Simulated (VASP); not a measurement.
# MnO (Fm-3m) in VASP: notebook

MnO is run at these levels: r2SCAN+D4; tasks: single point.

Everything below comes from runs of VASP 6.6.1. Logs are shortened: lines on timing, memory, paths and dates and some standing lists are left out, and cuts for length are marked.

### 1 The cell of the first run

It takes space group Fm-3m (No. 225, cubic). Conventional cell: a = 4.357 Å, b = 4.357 Å, c = 4.357 Å, α = 90.00°, β = 90.00°, γ = 90.00°. Within 2.9 Å of Mn (site symmetry m-3m) lie 6 O at 2.18 Å. O (site symmetry m-3m) has 6 Mn at 2.18 Å within 2.9 Å.

### 2 Single point, r2SCAN+D4, collinear spin, ferromagnetic start

File POSCAR:

```
MnO
1.0
    0.0000000000      2.1785090927      2.1785090927
    2.1785090927      0.0000000000      2.1785090927
    2.1785090927      2.1785090927      0.0000000000
Mn O
1 1
Direct
    0.0000000000      0.0000000000      0.0000000000
    0.5000000000      0.5000000000      0.5000000000
```

File INCAR.step1:

```
PREC = Accurate
ENCUT = 520
ISMEAR = -1
SIGMA = 0.05
LREAL = False
LASPH = True
NELM = 150
ISPIN = 2
MAGMOM = 4 0
LMAXMIX = 4
NBANDS = 20
GGA = PE
ALGO = Normal
EDIFF = 1E-4
LWAVE = True
LCHARG = False
```

File INCAR.step2:

```
PREC = Accurate
ENCUT = 520
EDIFF = 1E-7
ISMEAR = -1
SIGMA = 0.05
LREAL = False
LASPH = True
NELM = 150
ALGO = Normal
ISIF = 2
LWAVE = False
LCHARG = False
ISPIN = 2
MAGMOM = 4 0
LORBIT = 11
LMAXMIX = 4
METAGGA = R2SCAN
LMIXTAU = True
IVDW = 13
VDW_S6 = 1.0
VDW_S8 = 0.6018749
VDW_A1 = 0.51559235
VDW_A2 = 5.77342911
NBANDS = 20
ISTART = 1
```

File KPOINTS:

```
regular mesh
0
Gamma
  10 10 10
```

Potentials or basis: VASP PAW PBE potentials, release 64 (Mn_pv, O).

Run with:

```console
$ cat potpaw_PBE.64/Mn_pv/POTCAR potpaw_PBE.64/O/POTCAR > POTCAR
$ cp INCAR.step1 INCAR
$ mpirun -np 1 vasp_std > vasp.out
$ cp INCAR.step2 INCAR
$ mpirun -np 1 vasp_std > vasp.out
```

OUTCAR:

```text
PREC = Accurate
   ENCUT = 520
   EDIFF = 1E-7
   ISMEAR = -1
   LREAL = False
   LASPH = True
   NELM = 150
   ISIF = 2
   ISPIN = 2
   LORBIT = 11
   METAGGA = R2SCAN
   IVDW = 13
   ISTART = 1

 ion  position               nearest neighbor table
   1  0.000  0.000  0.000-   2 2.18   2 2.18   2 2.18   2 2.18   2 2.18   2 2.18
   2  0.500  0.500  0.500-   1 2.18   1 2.18   1 2.18   1 2.18   1 2.18   1 2.18

  LATTYP: Found a face centered cubic cell.
 ALAT       =     4.3570181854

  Lattice vectors:

 A1 = (   0.0000000000,   2.1785090927,   2.1785090927)
 A2 = (   2.1785090927,   0.0000000000,   2.1785090927)
 A3 = (   2.1785090927,   2.1785090927,   0.0000000000)

Analysis of symmetry for initial positions (statically):
=====================================================================
 Subroutine PRICEL returns:
 Original cell was already a primitive cell.

 Routine SETGRP: Setting up the symmetry group for a
 face centered cubic supercell.

 Subroutine GETGRP returns: Found 48 space group operations
 (whereof 48 operations were pure point group operations)
 out of a pool of 48 trial point group operations.

The static configuration has the point symmetry O_h .

Analysis of symmetry for dynamics (positions and initial velocities):
=====================================================================
 Subroutine PRICEL returns:
 Original cell was already a primitive cell.

 Routine SETGRP: Setting up the symmetry group for a
 face centered cubic supercell.

 Subroutine GETGRP returns: Found 48 space group operations
 (whereof 48 operations were pure point group operations)
 out of a pool of 48 trial point group operations.

The dynamic configuration has the point symmetry O_h .

Analysis of structural, dynamic, and magnetic symmetry:
=====================================================================
 Subroutine PRICEL returns:
 Original cell was already a primitive cell.

 Routine SETGRP: Setting up the symmetry group for a
 face centered cubic supercell.

 Subroutine GETGRP returns: Found 48 space group operations
 (whereof 48 operations were pure point group operations)
 out of a pool of 48 trial point group operations.

The overall configuration has the point symmetry O_h .

 Subroutine INISYM returns: Found 48 space group operations
 (whereof 48 operations are pure point group operations),
 and found     1 'primitive' translations

----------------------------------------------------------------------------------------

                                     Primitive cell

  volume of cell :      20.6780

  direct lattice vectors                    reciprocal lattice vectors
     0.000000000  2.178509093  2.178509093    -0.229514764  0.229514764  0.229514764
     2.178509093  0.000000000  2.178509093     0.229514764 -0.229514764  0.229514764
     2.178509093  2.178509093  0.000000000     0.229514764  0.229514764 -0.229514764

  length of vectors
     3.080877105  3.080877105  3.080877105     0.397531232  0.397531232  0.397531232

  position of ions in fractional coordinates (direct lattice)
     0.000000000  0.000000000  0.000000000
     0.500000000  0.500000000  0.500000000

  ion indices of the primitive-cell ions
   primitive index   ion index
                 1           1
                 2           2

----------------------------------------------------------------------------------------

 KPOINTS: regular mesh

Automatic generation of k-mesh.
 Grid dimensions read from file:
 generate k-points for:   10   10   10

 Generating k-lattice:

  Cartesian coordinates                     Fractional coordinates (reciprocal lattice)
    -0.022951476  0.022951476  0.022951476     0.100000000  0.000000000  0.000000000
     0.022951476 -0.022951476  0.022951476     0.000000000  0.100000000  0.000000000
     0.022951476  0.022951476 -0.022951476     0.000000000  0.000000000  0.100000000

  Length of vectors
     0.039753123  0.039753123  0.039753123

  Shift w.r.t. Gamma in fractional coordinates (k-lattice)
     0.000000000  0.000000000  0.000000000

 Subroutine IBZKPT returns following result:
 ===========================================

 Found     47 irreducible k-points:

 Following reciprocal coordinates:
            Coordinates               Weight
  0.000000  0.000000  0.000000      1.000000
  0.100000  0.000000  0.000000      8.000000
  0.200000  0.000000  0.000000      8.000000
  0.300000  0.000000  0.000000      8.000000
  0.400000  0.000000  0.000000      8.000000
  0.500000  0.000000  0.000000      4.000000
[... 16 lines left out ...]
  0.300000  0.300000  0.000000      6.000000
  0.400000  0.300000  0.000000     24.000000
 [... further k-points ...]
   k-points           NKPTS =     47   k-points in BZ     NKDIM =     47   number of bands    NBANDS=     20
   number of dos      NEDOS =    301   number of ions     NIONS =      2
   total plane-waves  NPLWV =  13824
   dimension x,y,z NGX =    24 NGY =   24 NGZ =   24
   dimension x,y,z NGXF=    48 NGYF=   48 NGZF=   48
   ions per type =               1   1
   NGX,Y,Z   is equivalent  to a cutoff of  12.95, 12.95, 12.95 a.u.
   NGXF,Y,Z  is equivalent  to a cutoff of  25.90, 25.90, 25.90 a.u.
 SYSTEM =  unknown system
   PREC   = accura    normal or accurate (medium, high low for compatibility)
   ISTART =      1    job   : 0-new  1-cont  2-samecut
   ICHARG =      0    charge: 1-file 2-atom 10-const
   ISPIN  =      2    spin polarized calculation?
   LNONCOLLINEAR =      F non collinear calculations
   LSORBIT =      F    spin-orbit coupling
   LASPH  =      T    aspherical Exc in radial PAW
   ENCUT  =  520.0 eV  38.22 Ry    6.18 a.u.   5.73  5.73  5.73*2*pi/ulx,y,z
   NELM   =    150;   NELMIN=  2; NELMDL=  0     # of ELM steps
   EDIFF  = 0.1E-06   stopping-criterion for ELM
   LREAL  =      F    real-space projection
   EDIFFG = 0.1E-05   stopping-criterion for IOM
   NSW    =      0    number of steps for IOM
   IBRION =     -1    ionic relax: 0-MD 1-quasi-New 2-CG
   NFREE  =      0    steps in history (QN), initial steepest desc. (CG)
   ISIF   =      2    stress and relaxation
   ISYM   =      2    0-nonsym 1-usesym 2-fastsym
   POTIM  = 0.5000    time-step for ionic-motion
   TEBEG  =    0.0;   TEEND  =   0.0 temperature during run
   PSTRESS=    0.0 pullay stress
   NELECT =      19.0000    total number of electrons
   NUPDOWN=      -1.0000    fix difference up-down
   EMIN   =  10.00;   EMAX   =-10.00  energy-range for DOS
   EFERMI =   0.00;   METHOD = LEGACY
   ISMEAR =    -1;   SIGMA  =   0.05  broadening in eV -4-tet -1-fermi 0-gaus
   EFERMI_NEDOS =   21; number of points for ismear=-14 and -15
   IALGO  =     38    algorithm
   IMIX   =      4    mixing-type and parameters
     AMIX     =   0.40;   BMIX     =  1.00
     AMIX_MAG =   1.60;   BMIX_MAG =  1.00
  volume/ion in A,a.u.               =      10.34        69.77
  Fermi-wavevector in a.u.,A,eV,Ry     =   1.591561  3.007614 34.464466  2.533067
  Thomas-Fermi vector in A             =   2.690082
   LORBIT       =     11    0 simple, 1 ext, 2 COOP (PROOUT), +10 PAW based schemes
   METAGGA = R2SCAN    functional components
   LHFCALC =     F    Hartree Fock is set to
   AEXX    =    0.0000 exact exchange contribution
   IVDW    =    13    specifies the selected vdW correction
   LEPSILON=     F    determine dielectric tensor
   LRPA    =     F    only Hartree local field effects (RPA)
 spin polarized calculation
  energy-cutoff  :      520.00
  volume of cell :       20.68
 maximum number of plane-waves:       568
   NGX = 11   NGY = 11   NGZ = 11

 number of electron      19.0000008 magnetization       4.9652862

 Free energy of the ion-electron system (eV)
  ---------------------------------------------------
  ext. energy  EPLUGINS =         0.00000000
  ---------------------------------------------------
  free energy    TOTEN  =       -24.43776691 eV

  energy without entropy =      -24.43495826  energy(sigma->0) =      -24.43636259

 E-fermi :   8.2794     XC(G=0): -12.9077

 val. band max:        8.2772279887   @ k =   0.0000   0.0000   0.0000
 cond. band min:       8.3098303457   @ k =   0.5000   0.4000   0.0000
 fundamental gap:      0.0326023570
 Fermi energy:         8.2793849810

 spin component 1

 k-point     1 :       0.0000    0.0000    0.0000
  band No.  band energies     occupation
      1     -44.4267      1.00000
      2     -44.4267      1.00000
      3     -44.4266      1.00000
      4     -13.6851      1.00000
      5       3.9748      1.00000
      6       3.9748      1.00000
[... 12 lines left out ...]
     19      29.8773      0.00000
     20      29.8773      0.00000

 k-point     2 :       0.1000    0.0000    0.0000
  band No.  band energies     occupation
      1     -44.4343      1.00000
      2     -44.4277      1.00000
      3     -44.4275      1.00000
      4     -13.5932      1.00000
      5       3.0709      1.00000
      6       3.3480      1.00000
[... 12 lines left out ...]
     19      28.9750      0.00000
     20      30.8353      0.00000
[... 465 lines left out ...]
      3     -44.4455      1.00000
      4     -12.9610      1.00000
      5       0.4377      1.00000
      6       2.8675      1.00000
[... 12 lines left out ...]
     19      34.1005      0.00000
     20      34.9863      0.00000

 k-point    24 :       0.4000    0.3000    0.0000
  band No.  band energies     occupation
      1     -44.4843      1.00000
      2     -44.4510      1.00000
      3     -44.4487      1.00000
      4     -12.8132      1.00000
      5       0.3550      1.00000
      6       2.3327      1.00000
[... 12 lines left out ...]
     19      34.0570      0.00000
     20      35.0323      0.00000

 [... further k-points ...]

 spin component 2

 k-point     1 :       0.0000    0.0000    0.0000
  band No.  band energies     occupation
      1     -38.0945      1.00000
      2     -38.0945      1.00000
      3     -38.0942      1.00000
      4     -13.1268      1.00000
      5       4.5842      1.00000
      6       4.5842      1.00000
[... 12 lines left out ...]
     19      33.0651      0.00000
     20      33.0651      0.00000

 k-point     2 :       0.1000    0.0000    0.0000
  band No.  band energies     occupation
      1     -38.1054      1.00000
      2     -38.0957      1.00000
      3     -38.0954      1.00000
      4     -13.0316      1.00000
      5       3.9702      1.00000
      6       4.3830      1.00000
[... 12 lines left out ...]
     19      31.5507      0.00000
     20      33.7644      0.00000
[... 465 lines left out ...]
      3     -38.1197      1.00000
      4     -12.3684      1.00000
      5       1.4919      1.00000
      6       3.7284      1.00000
[... 12 lines left out ...]
     19      36.1746      0.00000
     20      36.9374      0.00000

 k-point    24 :       0.4000    0.3000    0.0000
  band No.  band energies     occupation
      1     -38.1739      1.00000
      2     -38.1272      1.00000
      3     -38.1239      1.00000
      4     -12.2107      1.00000
      5       1.2926      1.00000
      6       3.3438      1.00000
[... 12 lines left out ...]
     19      36.1680      0.00000
     20      37.8273      0.00000

 [... further k-points ...]

------------------------ aborting loop because EDIFF is reached ----------------------------------------

  DFT-D4 for vdW energy calculation

  Edisp (eV):   -0.18625

  FORCE on cell =-STRESS in cart. coord.  units (eV):
  Direction    XX          YY          ZZ          XY          YZ          ZX
  --------------------------------------------------------------------------------------
  -------------------------------------------------------------------------------------
  Total       1.40099     1.40099     1.40099     0.00000     0.00000    -0.00000
  in kB     108.55159   108.55159   108.55159     0.00000     0.00000    -0.00000
  external pressure =      108.55 kB  Pullay stress =        0.00 kB

 VOLUME and BASIS-vectors are now :
 -----------------------------------------------------------------------------
  energy-cutoff  :      520.00
  volume of cell :       20.68
      direct lattice vectors                 reciprocal lattice vectors
     0.000000000  2.178509093  2.178509093    -0.229514764  0.229514764  0.229514764
     2.178509093  0.000000000  2.178509093     0.229514764 -0.229514764  0.229514764
     2.178509093  2.178509093  0.000000000     0.229514764  0.229514764 -0.229514764

 POSITION                                       TOTAL-FORCE (eV/Angst)
 -----------------------------------------------------------------------------------
      0.00000      0.00000      0.00000        -0.000000      0.000000     -0.000000
      2.17851      2.17851      2.17851         0.000000      0.000000      0.000000
 -----------------------------------------------------------------------------------
    total drift:                                0.000000     -0.000000     -0.000000

  FREE ENERGIE OF THE ION-ELECTRON SYSTEM (eV)
  ---------------------------------------------------
  free  energy   TOTEN  =       -24.6240171045 eV

  energy  without entropy=      -24.6212084594  energy(sigma->0) =      -24.62261278

 total charge

# of ion       s       p       d       tot
------------------------------------------
    1        0.220   6.193   4.996  11.409
    2        1.561   3.499   0.000   5.060
--------------------------------------------------
tot          1.781   9.692   4.996  16.469

 magnetization (x)

# of ion       s       p       d       tot
------------------------------------------
    1        0.027   0.023   4.456   4.507
    2        0.034   0.212   0.000   0.246
--------------------------------------------------
tot          0.061   0.235   4.456   4.753
```

Wall time 53 s (1 thread of Intel Xeon 6975P-C (Granite Rapids), shared host); peak memory 0.17 GiB.

Results:

* Free energy: -24.6240 eV
* Pressure: 10.9 GPa
* Band gap on the k mesh: zero (filled and empty bands overlap)
* Net moment: 4.97 μB per cell
* Site moments: Mn +4.51; O +0.25 μB
* Valence electrons inside the program's atomic spheres: Mn 11.41; O 5.06
* Dispersion energy per atom: -0.093 eV

Caveat: the cell stands under pressure; the PAW data sets were made with another functional, which shifts forces and pressure a little; a cell with one magnetic atom can't hold antiferromagnetic order, which such compounds often take; semilocal functionals often make such compounds metallic where correlation or magnetic order opens a gap, which also shifts bond lengths. With open d or f shells a metallic result of r2SCAN can be an artefact of self-interaction; +U or a hybrid may open a gap.

### 3 Single point, r2SCAN+D4, collinear spin, ferromagnetic start

This run uses another cell than the first one, of 10.56 Å³/atom.

File POSCAR:

```
MnO
1.0
    0.0000000000      2.1938512115      2.1938512115
    2.1938512115      0.0000000000      2.1938512115
    2.1938512115      2.1938512115      0.0000000000
Mn O
1 1
Direct
    0.0000000000      0.0000000000      0.0000000000
    0.5000000000      0.5000000000      0.5000000000
```

File INCAR.step1:

```
SYSTEM = MnO
ALGO = Normal
EDIFF = 1E-4
ENCUT = 520
GGA = PE
ISMEAR = -1
ISPIN = 2
LASPH = .TRUE.
LCHARG = .FALSE.
LMAXMIX = 4
LREAL = .FALSE.
LWAVE = .TRUE.
MAGMOM = 4 0
NBANDS = 20
NELM = 150
PREC = Accurate
SIGMA = 0.05
```

File INCAR.step2:

```
SYSTEM = MnO
ALGO = Normal
EDIFF = 1E-6
ENCUT = 520
ISIF = 2
ISMEAR = -1
ISPIN = 2
ISTART = 1
IVDW = 13
LASPH = .TRUE.
LCHARG = .FALSE.
LMAXMIX = 4
LMIXTAU = .TRUE.
LORBIT = 11
LREAL = .FALSE.
LWAVE = .FALSE.
MAGMOM = 4 0
METAGGA = R2SCAN
NBANDS = 20
NELM = 150
PREC = Accurate
SIGMA = 0.05
VDW_A1 = 0.51559235
VDW_A2 = 5.77342911
VDW_S6 = 1.0
VDW_S8 = 0.6018749
```

File KPOINTS:

```
k-points
0
G
  10 10 10
  0 0 0
```

Potentials or basis: VASP PAW PBE potentials, release 64 (Mn_pv, O).

Run with:

```console
$ cat potpaw_PBE.64/Mn_pv/POTCAR potpaw_PBE.64/O/POTCAR > POTCAR
$ cp INCAR.step1 INCAR
$ mpirun -np 1 vasp_std > vasp.out
$ cp INCAR.step2 INCAR
$ mpirun -np 1 vasp_std > vasp.out
```

It took 46 s on 1 thread of Intel Xeon 6975P-C (Granite Rapids), shared host; peak memory 0.17 GiB.

Results (log left out):

```
Free energy                                           : -24.7096 eV
Pressure                                              : 6.5 GPa
Band gap on the k mesh                                : zero (filled and empty bands overlap)
Net moment                                            : 4.98 μB per cell
Site moments                                          : Mn +4.52; O +0.24 μB
Valence electrons inside the program's atomic spheres : Mn 11.38; O 5.05
Dispersion energy per atom                            : -0.123 eV
```

Levels at points of the mesh, in eV from the Fermi level:
Spin up:
```tsv
k point	band 8	band 9	band 10	band 11	band 12	band 13	band 14	band 15	band 16	band 17
(0.00, 0.00, 0.00)	-3.75	-3.75	-3.75	-3.22	-3.22	-0.08	14.67	17.21	17.21	17.21
(0.50, 0.00, 0.00)	-2.83	-2.83	-2.31	-0.05	-0.05	3.98	8.58	12.73	12.73	19.63
(0.50, 0.50, 0.00)	-4.76	-2.79	-2.55	-2.55	-2.37	5.68	8.63	10.98	14.85	14.85
```
Spin down:
| k point | band 3 | band 4 | band 5 | band 6 | band 7 | band 8 | band 9 | band 10 | band 11 | band 12 |
| --- | --- | --- | --- | --- | --- | --- | --- | --- | --- | --- |
| (0.00, 0.00, 0.00) | -46.35 | -21.20 | -3.58 | -3.58 | -3.58 | 1.66 | 1.66 | 1.66 | 1.70 | 2.40 |
| (0.50, 0.00, 0.00) | -46.36 | -20.15 | -7.83 | -5.13 | -5.13 | 3.01 | 3.11 | 3.11 | 4.91 | 4.91 |
| (0.50, 0.50, 0.00) | -46.38 | -20.20 | -6.87 | -4.65 | -4.65 | -0.19 | 3.08 | 3.34 | 3.61 | 3.61 |

Caveat: the cell stands under pressure; the PAW data sets were made with another functional, which shifts forces and pressure a little; a cell with one magnetic atom can't hold antiferromagnetic order, which such compounds often take; semilocal functionals often make such compounds metallic where correlation or magnetic order opens a gap, which also shifts bond lengths.

(Continued in part 2 of 2.)

The gap in the log of VASP goes by the Fermi energy; the results here count the filled bands.